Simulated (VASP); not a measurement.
Set up this calculation in VASP 6.6.1, as the native input.

| Quantity | Value |
| --- | --- |
| Task | single point |
| Functional | PBE |
| Potentials or basis | VASP PAW PBE potentials, release 64 (Au) |
| Cutoff | 400 eV |
| k mesh | 16 × 16 × 1 |
| Occupations | gaussian, width 0.1 eV |
| Spin | no spin polarisation |
| Dipole correction | yes |
| Further INCAR settings | ALGO = Normal; EDIFF = 1e-06; NBANDS = 48; NELMDL = -8 |

The structure of Au lies in POSCAR:

```
Au
1.0
    2.8835814537      0.0000000000      0.0000000000
   -1.4417907268      2.4972547928      0.0000000000
    0.0000000000      0.0000000000     52.0532127667
Au
7
Direct
    0.0000000000      0.0000000000      0.1659364487
    0.3333333333      0.6666666667      0.2141248254
    0.6666666667      0.3333333333      0.2613255464
    0.0000000000      0.0000000000      0.3085938857
    0.3333333333      0.6666666667      0.3558622251
    0.6666666667      0.3333333333      0.4030629461
    0.0000000000      0.0000000000      0.4512513228
```

One way to write it, as run:

INCAR

```
SYSTEM = Au
  PREC = Accurate
  ENCUT = 400
  EDIFF = 1E-6
  ISMEAR = 0
  SIGMA = 0.1
  LREAL = .FALSE.
  LASPH = .TRUE.
  NELM = 120
  ALGO = Normal
  ISIF = 2
  LWAVE = .FALSE.
  LCHARG = .FALSE.
  LDIPOL = .TRUE.
  IDIPOL = 3
  DIPOL = 0.5 0.5 0.309
  GGA = PE
  NBANDS = 48
  GGA_COMPAT = .FALSE.
  NELMDL = -8
```

KPOINTS

```
regular mesh
0
G
  16 16 1
  0 0 0
```

Potentials or basis: VASP PAW PBE potentials, release 64 (Au).

Run with:

```bash
$ cat potpaw_PBE.64/Au/POTCAR > POTCAR
$ mpirun -np 1 vasp_std > vasp.out
```

Results of the run:

- Largest force: 0.006 eV/Å
- Band gap on the k mesh: zero (an odd number of electrons rules out a gap without spin polarisation)

Caveat: spin-orbit coupling is left out, which moves the levels of the heavy elements.

Wall time 19 min on 1 thread of Oxide Virtual Turin-like Processor, with other jobs on the host, peak memory 0.46 GiB.
